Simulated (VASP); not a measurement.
# GaO4 (Pm-3m) in VASP: notebook, part 2 of 2

VASP 6.6.1. The steps go on from the part before.

**3. Single point, PBE, collinear spin, ferromagnetic start**

Contents of INCAR:

```
SYSTEM = GaO4
PREC = Accurate
ENCUT = 520
EDIFF = 1E-6
ISMEAR = 0
SIGMA = 0.1
LREAL = .False.
LASPH = .True.
NELM = 150
ALGO = Normal
ISIF = 2
LWAVE = .False.
LCHARG = .False.
ISPIN = 2
MAGMOM = 0 2.13 1 1 1
LORBIT = 11
GGA = PE
NBANDS = 30
```

Contents of KPOINTS:

```
regular mesh
0
Gamma
  10 10 10
  0 0 0
```

Contents of POSCAR:

```
GaO4
1.0
    3.9006107128      0.0000000000      0.0000000000
    0.0000000000      3.9006107128      0.0000000000
    0.0000000000      0.0000000000      3.9006107128
Ga O
1 4
Direct
    0.0000000000      0.0000000000      0.0000000000
    0.5000000000      0.5000000000      0.5000000000
    0.5000000000      0.0000000000      0.0000000000
    0.0000000000      0.5000000000      0.0000000000
    0.0000000000      0.0000000000      0.5000000000
```

Potentials or basis: VASP PAW PBE potentials, release 64 (Ga_d, O).

On the command line:

```console
cat potpaw_PBE.64/Ga_d/POTCAR potpaw_PBE.64/O/POTCAR > POTCAR
mpirun -np 1 vasp_std > vasp.out
```

OUTCAR:

```text
SYSTEM = GaO4
   PREC = Accurate
   ENCUT = 520
   EDIFF = 1E-6
   ISMEAR = 0
   LREAL = .False.
   LASPH = .True.
   NELM = 150
   ISIF = 2
   ISPIN = 2
   LORBIT = 11
   GGA = PE

 ion  position               nearest neighbor table
   1  0.000  0.000  0.000-   3 1.95   4 1.95   5 1.95   5 1.95   4 1.95   3 1.95
   2  0.500  0.500  0.500-
   3  0.500  0.000  0.000-   1 1.95   1 1.95
   4  0.000  0.500  0.000-   1 1.95   1 1.95
   5  0.000  0.000  0.500-   1 1.95   1 1.95

  LATTYP: Found a simple cubic cell.
 ALAT       =     3.9006107128

  Lattice vectors:

 A1 = (   3.9006107128,   0.0000000000,   0.0000000000)
 A2 = (   0.0000000000,   3.9006107128,   0.0000000000)
 A3 = (   0.0000000000,   0.0000000000,   3.9006107128)

Analysis of symmetry for initial positions (statically):
=====================================================================
 Subroutine PRICEL returns:
 Original cell was already a primitive cell.

 Routine SETGRP: Setting up the symmetry group for a
 simple cubic supercell.

 Subroutine GETGRP returns: Found 48 space group operations
 (whereof 48 operations were pure point group operations)
 out of a pool of 48 trial point group operations.

The static configuration has the point symmetry O_h .

Analysis of symmetry for dynamics (positions and initial velocities):
=====================================================================
 Subroutine PRICEL returns:
 Original cell was already a primitive cell.

 Routine SETGRP: Setting up the symmetry group for a
 simple cubic supercell.

 Subroutine GETGRP returns: Found 48 space group operations
 (whereof 48 operations were pure point group operations)
 out of a pool of 48 trial point group operations.

The dynamic configuration has the point symmetry O_h .

Analysis of structural, dynamic, and magnetic symmetry:
=====================================================================
 Subroutine PRICEL returns:
 Original cell was already a primitive cell.

 Routine SETGRP: Setting up the symmetry group for a
[... 166 lines left out ...]
 Fermi energy:         0.5370263360

 spin component 1

 k-point     1 :       0.0000    0.0000    0.0000
  band No.  band energies     occupation
      1     -18.7412      1.00000
      2     -17.1740      1.00000
      3     -17.0688      1.00000
      4     -17.0688      1.00000
      5     -11.8370      1.00000
      6     -11.8370      1.00000
[... 781 lines left out ...]
     29      16.8998      0.00000
     30      17.2076      0.00000

 [... further k-points ...]

 spin component 2

 k-point     1 :       0.0000    0.0000    0.0000
  band No.  band energies     occupation
      1     -17.1571      1.00000
      2     -15.6429      1.00000
      3     -15.6429      1.00000
      4     -13.9585      1.00000
      5     -11.8449      1.00000
      6     -11.8449      1.00000
[... 781 lines left out ...]
     29      17.1484      0.00000
     30      17.8342      0.00000

 [... further k-points ...]

------------------------ aborting loop because EDIFF is reached ----------------------------------------

  FORCE on cell =-STRESS in cart. coord.  units (eV):
  Direction    XX          YY          ZZ          XY          YZ          ZX
  --------------------------------------------------------------------------------------
  -------------------------------------------------------------------------------------
  Total        0.0741871      0.0741871      0.0741871      0.0000000     -0.0000000     -0.0000000
  in kB        2.0028162      2.0028162      2.0028162      0.0000000     -0.0000000     -0.0000000
  external PRESSURE =       2.0028162 kB  Pullay stress =       0.0000000 kB

 VOLUME and BASIS-vectors are now :
 -----------------------------------------------------------------------------
  energy-cutoff  :      520.00
  volume of cell :       59.35
      direct lattice vectors                 reciprocal lattice vectors
     3.900610713  0.000000000  0.000000000     0.256370111  0.000000000  0.000000000
     0.000000000  3.900610713  0.000000000     0.000000000  0.256370111  0.000000000
     0.000000000  0.000000000  3.900610713     0.000000000  0.000000000  0.256370111

 POSITION                                       TOTAL-FORCE (eV/Angst)
 -----------------------------------------------------------------------------------
      0.00000      0.00000      0.00000         0.000000      0.000000      0.000000
      1.95031      1.95031      1.95031         0.000000      0.000000      0.000000
      1.95031      0.00000      0.00000         0.000000      0.000000      0.000000
      0.00000      1.95031      0.00000         0.000000      0.000000      0.000000
      0.00000      0.00000      1.95031         0.000000      0.000000      0.000000
 -----------------------------------------------------------------------------------
    total drift:                                0.000000     -0.000000      0.000000

  FREE ENERGIE OF THE ION-ELECTRON SYSTEM (eV)
  ---------------------------------------------------
  free  energy   TOTEN  =       -21.1138024900 eV

  energy  without entropy=      -21.0952154407  energy(sigma->0) =      -21.10450897

 total charge

# of ion       s       p       d       tot
------------------------------------------
    1        0.636   0.740  10.295  11.671
    2        1.635   2.904   0.000   4.539
    3        1.593   3.236   0.000   4.830
    4        1.593   3.236   0.000   4.830
    5        1.593   3.236   0.000   4.830
--------------------------------------------------
tot          7.051  13.353  10.295  30.699

 magnetization (x)

# of ion       s       p       d       tot
------------------------------------------
    1       -0.024  -0.037  -0.000  -0.062
    2        0.015   1.627   0.000   1.642
    3        0.011   0.854   0.000   0.865
    4        0.011   0.854   0.000   0.865
    5        0.011   0.854   0.000   0.865
--------------------------------------------------
tot          0.024   4.152  -0.000   4.176
```

Run time: 88 s. Hardware: 1 thread of Intel Xeon 6975P-C (Granite Rapids), shared host; peak memory 0.28 GiB.

What came out:

```yaml
Free_energy: -21.1138 eV
Pressure: 0.2 GPa
Band_gap_on_the_k_mesh: zero (filled and empty bands overlap)
Net_moment: 5.00 μB per cell
Site_moments: Ga -0.06; O +1.64, +0.86 (each value once) μB
Valence_electrons_inside_the_program's_atomic_spheres: Ga 11.67; O 4.54, 4.83 (each value once)
```
